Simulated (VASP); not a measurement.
# Pt3IO (P6_3/mmc) in VASP: single point with PBE

Aim: the single point of Pt3IO with PBE.

Everything below comes from runs of VASP 6.6.1. Logs are shortened: lines on timing, memory, paths and dates and some standing lists are left out, and cuts for length are marked.

## 1. The cell of the first run

The structure is hexagonal, space group P6_3/mmc (No. 194). The conventional cell has a = 6.322 Å, b = 6.322 Å, c = 5.626 Å, α = 90.00°, β = 90.00°, γ = 120.00°. Pt (site symmetry mm2) has 2 O at 2.25 Å and 8 Pt at 3.05 to 3.32 Å and 4 I at 3.16 to 3.39 Å within 3.4 Å. I (site symmetry -6m2) has 12 Pt at 3.16 to 3.39 Å and 6 O at 3.91 Å within 4.2 Å. O (site symmetry -3m) has 6 Pt at 2.25 Å and 2 O at 2.81 Å within 3.0 Å.

## 2. Single point, PBE

Contents of INCAR:

```
SYSTEM = Pt3IO
PREC     = Accurate       ! precision mode
ENCUT    = 520            ! plane-wave cutoff, eV
EDIFF    = 1E-6           ! SCF threshold, eV
ISMEAR   = 0              ! smearing method
SIGMA    = 0.0144         ! smearing width, eV
LREAL    = .False.        ! projectors in reciprocal space
LASPH    = .True.         ! aspherical terms in the spheres
NELM     = 60             ! most SCF steps
ALGO     = Normal         ! electronic algorithm
ISIF     = 2              ! what is computed and relaxed
LWAVE    = .False.        ! write WAVECAR
LCHARG   = .False.        ! write CHGCAR
GGA      = PE             ! functional
NBANDS   = 54             ! bands
```

Contents of KPOINTS:

```
regular mesh
0
Gamma
  4 4 3
  0 0 0
```

Contents of POSCAR:

```
Pt3IO
1.0
    3.1608470000      5.4747460000      0.0000000000
   -3.1608470000      5.4747460000      0.0000000000
    0.0000000000      0.0000000000      5.6257160000
Pt I O
6 2 2
Direct
    0.1607800000      0.1607800000      0.2500000000
    0.8392200000      0.3215600000      0.7500000000
    0.6784400000      0.1607800000      0.2500000000
    0.8392200000      0.8392200000      0.7500000000
    0.1607800000      0.6784400000      0.2500000000
    0.3215600000      0.8392200000      0.7500000000
    0.6666700000      0.6666600000      0.2500000000
    0.3333300000      0.3333400000      0.7500000000
    0.0000000000      0.0000000000      0.0000000000
    0.0000000000      0.0000000000      0.5000000000
```

Potentials or basis: VASP PAW PBE potentials, release 64 (Pt, I, O).

Run with:

```console
cat potpaw_PBE.64/Pt/POTCAR potpaw_PBE.64/I/POTCAR potpaw_PBE.64/O/POTCAR > POTCAR
mpirun -np 1 vasp_std > vasp.out
```

OUTCAR:

```text
SYSTEM = Pt3IO
   PREC = Accurate
   ENCUT = 520
   EDIFF = 1E-6
   ISMEAR = 0
   LREAL = .False.
   LASPH = .True.
   NELM = 60
   ISIF = 2
   GGA = PE

 ion  position               nearest neighbor table
   1  0.161  0.161  0.250-   9 2.25  10 2.25   3 3.05   5 3.05   7 3.16   7 3.16   5 3.27   3 3.27
                             2 3.32   6 3.32   2 3.32   6 3.32   8 3.39   8 3.39
   2  0.839  0.322  0.750-   9 2.25  10 2.25   4 3.05   6 3.05   8 3.16   8 3.16   4 3.27   6 3.27
                             3 3.32   3 3.32   1 3.32   1 3.32   7 3.39   7 3.39
   3  0.678  0.161  0.250-   9 2.25  10 2.25   1 3.05   5 3.05   7 3.16   7 3.16   1 3.27   5 3.27
                             2 3.32   2 3.32   4 3.32   4 3.32   8 3.39   8 3.39
   4  0.839  0.839  0.750-   9 2.25  10 2.25   2 3.05   6 3.05   8 3.16   8 3.16   6 3.27   2 3.27
                             5 3.32   3 3.32   3 3.32   5 3.32   7 3.39   7 3.39
   5  0.161  0.678  0.250-   9 2.25  10 2.25   1 3.05   3 3.05   7 3.16   7 3.16   1 3.27   3 3.27
                             6 3.32   6 3.32   4 3.32   4 3.32   8 3.39   8 3.39
   6  0.322  0.839  0.750-   9 2.25  10 2.25   4 3.05   2 3.05   8 3.16   8 3.16   4 3.27   2 3.27
                             5 3.32   5 3.32   1 3.32   1 3.32   7 3.39   7 3.39
   7  0.667  0.667  0.250-   3 3.16   1 3.16   5 3.16   5 3.16   3 3.16   1 3.16   2 3.39   2 3.39
                             4 3.39   4 3.39   6 3.39   6 3.39
   8  0.333  0.333  0.750-   6 3.16   4 3.16   2 3.16   2 3.16   6 3.16   4 3.16   5 3.39   5 3.39
                             1 3.39   1 3.39   3 3.39   3 3.39
   9  0.000  0.000  0.000-   1 2.25   4 2.25   3 2.25   2 2.25   5 2.25   6 2.25
  10  0.000  0.000  0.500-   1 2.25   4 2.25   3 2.25   2 2.25   5 2.25   6 2.25

  LATTYP: Found a hexagonal cell.
 ALAT       =     6.3216926153
 C/A-ratio  =     0.8899066029

  Lattice vectors:

 A1 = (   3.1608470000,  -5.4747460000,   0.0000000000)
 A2 = (   3.1608470000,   5.4747460000,   0.0000000000)
 A3 = (   0.0000000000,   0.0000000000,   5.6257160000)

Analysis of symmetry for initial positions (statically):
=====================================================================
 Subroutine PRICEL returns:
 Original cell was already a primitive cell.

 Routine SETGRP: Setting up the symmetry group for a
 hexagonal supercell.

 Subroutine GETGRP returns: Found  8 space group operations
 (whereof  4 operations were pure point group operations)
 out of a pool of 24 trial point group operations.

The static configuration has the point symmetry C_2h.
 The point group associated with its full space group is D_2h.

Analysis of symmetry for dynamics (positions and initial velocities):
=====================================================================
[... 130 lines left out ...]
   EFERMI =   0.00;   METHOD = LEGACY
   ISMEAR =     0;   SIGMA  =   0.01  broadening in eV -4-tet -1-fermi 0-gaus
   EFERMI_NEDOS =   21; number of points for ismear=-14 and -15
   IALGO  =     38    algorithm
   IMIX   =      4    mixing-type and parameters
     AMIX     =   0.40;   BMIX     =  1.00
     AMIX_MAG =   1.60;   BMIX_MAG =  1.00
  volume/ion in A,a.u.               =      19.47       131.39
  Fermi-wavevector in a.u.,A,eV,Ry     =   1.246759  2.356033 21.149010  1.554408
  Thomas-Fermi vector in A             =   2.380922
   LORBIT       =      0    0 simple, 1 ext, 2 COOP (PROOUT), +10 PAW based schemes
   GGA     = PE    functional components
   LHFCALC =     F    Hartree Fock is set to
   AEXX    =    0.0000 exact exchange contribution
   IVDW    =     0    specifies the selected vdW correction
   LEPSILON=     F    determine dielectric tensor
   LRPA    =     F    only Hartree local field effects (RPA)
 non-spin polarized calculation
 Gauss-broadening in eV      SIGMA  =   0.01
  energy-cutoff  :      520.00
  volume of cell :      194.70
 maximum number of plane-waves:      5260
 NGX is ok and might be reduce to    48
   NGX = 23   NGY = 23   NGZ = 21

 number of electron      85.9999988 magnetization

 Free energy of the ion-electron system (eV)
  ---------------------------------------------------
  ext. energy  EPLUGINS =         0.00000000
  ---------------------------------------------------
  free energy    TOTEN  =       -40.15262766 eV

  energy without entropy =      -40.15262766  energy(sigma->0) =      -40.15262766

 E-fermi :   6.9047     XC(G=0): -11.1958

 val. band max:        6.8168487355   @ k =   0.5000  -0.0000   0.0000
 cond. band min:       6.9894591101   @ k =   0.5000   0.2500   0.3333
 fundamental gap:      0.1726103746
 Fermi energy:         6.9046906751

 k-point     1 :       0.0000    0.0000    0.0000
  band No.  band energies     occupation
      1     -13.0220      2.00000
      2     -12.5254      2.00000
      3      -6.9280      2.00000
      4      -6.6182      2.00000
      5      -1.1778      2.00000
      6       0.0078      2.00000
[... 787 lines left out ...]
     53      11.9345      0.00000
     54      12.0917      0.00000

------------------------ aborting loop because EDIFF is reached ----------------------------------------

  FORCE on cell =-STRESS in cart. coord.  units (eV):
  Direction    XX          YY          ZZ          XY          YZ          ZX
  --------------------------------------------------------------------------------------
  -------------------------------------------------------------------------------------
  Total       -9.5036423     -9.5035309     -9.0922188      0.0000917     -0.0000000     -0.0000000
  in kB      -78.2033607    -78.2024439    -74.8178478      0.0007544     -0.0000000     -0.0000000
  external PRESSURE =     -77.0745508 kB  Pullay stress =       0.0000000 kB

 VOLUME and BASIS-vectors are now :
 -----------------------------------------------------------------------------
  energy-cutoff  :      520.00
  volume of cell :      194.70
      direct lattice vectors                 reciprocal lattice vectors
     3.160847000  5.474746000  0.000000000     0.158185448  0.091328438  0.000000000
    -3.160847000  5.474746000  0.000000000    -0.158185448  0.091328438  0.000000000
     0.000000000  0.000000000  5.625716000     0.000000000  0.000000000  0.177755152

 POSITION                                       TOTAL-FORCE (eV/Angst)
 -----------------------------------------------------------------------------------
      0.00000      1.76046      1.40643        -0.000002      1.739143     -0.000000
      1.63624      6.35498      4.21929        -1.506175      0.869590     -0.000000
      1.63624      4.59452      1.40643        -1.506143     -0.869570     -0.000000
      0.00000      9.18903      4.21929         0.000002     -1.739143      0.000000
     -1.63624      4.59452      1.40643         1.506175     -0.869590     -0.000000
     -1.63624      6.35498      4.21929         1.506143      0.869570      0.000000
      0.00003      7.29964      1.40643         0.000032     -0.000018     -0.000000
     -0.00003      3.64985      4.21929        -0.000032      0.000018     -0.000000
      0.00000      0.00000      0.00000        -0.000000      0.000000     -0.000000
      0.00000      0.00000      2.81286        -0.000000      0.000000     -0.000000
 -----------------------------------------------------------------------------------
    total drift:                                0.000000     -0.000000      0.000000

  FREE ENERGIE OF THE ION-ELECTRON SYSTEM (eV)
  ---------------------------------------------------
  free  energy   TOTEN  =       -40.1526276600 eV

  energy  without entropy=      -40.1526276600  energy(sigma->0) =      -40.15262766
```

stdout:

```text
POSCAR found type information on POSCAR PtI O
 POSCAR found :  3 types and      10 ions
 scaLAPACK will be used
 LDA part: xc-table for (Slater+PW92), standard interpolation
 POSCAR, INCAR and KPOINTS ok, starting setup
 FFT: planning ... GRIDC
 FFT: planning ... GRID_SOFT
 FFT: planning ... GRID
 WAVECAR not read
 entering main loop
```

Run time: 5 min. Hardware: 1 thread of Intel Xeon 8259CL, shared host; peak memory 0.37 GiB.

What came out:

| Item | Value |
| --- | --- |
| Free energy | -40.1526 eV |
| Pressure | -7.7 GPa |
| Largest force | 1.739 eV/Å |
| Band gap on the k mesh | zero (bands 43 and 44 overlap by 0.33 eV) |

Forces on the atoms (eV/Å):
```
Pt   0.000  1.739  0.000
Pt  -1.506  0.870  0.000
Pt  -1.506 -0.870  0.000
Pt   0.000 -1.739  0.000
Pt   1.506 -0.870  0.000
Pt   1.506  0.870  0.000
I    0.000  0.000  0.000
I    0.000  0.000  0.000
O    0.000  0.000  0.000
O    0.000  0.000  0.000
```

Stress tensor (GPa, compression positive):
```
-7.82  0.00  0.00
 0.00 -7.82  0.00
 0.00  0.00 -7.48
```

Levels at points of the mesh, in eV from the Fermi level:
```tsv
k point	band 40	band 41	band 42	band 43	band 44	band 45	band 46	band 47	band 48	band 49
(0.00, 0.00, 0.00)	-0.42	-0.37	-0.37	-0.25	-0.16	0.36	0.46	0.46	0.85	3.14
(0.50, 0.00, 0.00)	-0.34	-0.27	-0.22	-0.20	-0.09	0.54	0.59	0.95	1.43	1.89
(0.00, 0.50, 0.00)	-0.34	-0.27	-0.22	-0.20	-0.09	0.54	0.59	0.95	1.43	1.89
```

Caveat: the k points lie up to 0.37 Å⁻¹ apart; spin-orbit coupling is left out, which moves the levels of the heavy elements; forces of over 1 eV/Å act on the atoms, so gaps and moduli don't describe the material at rest.
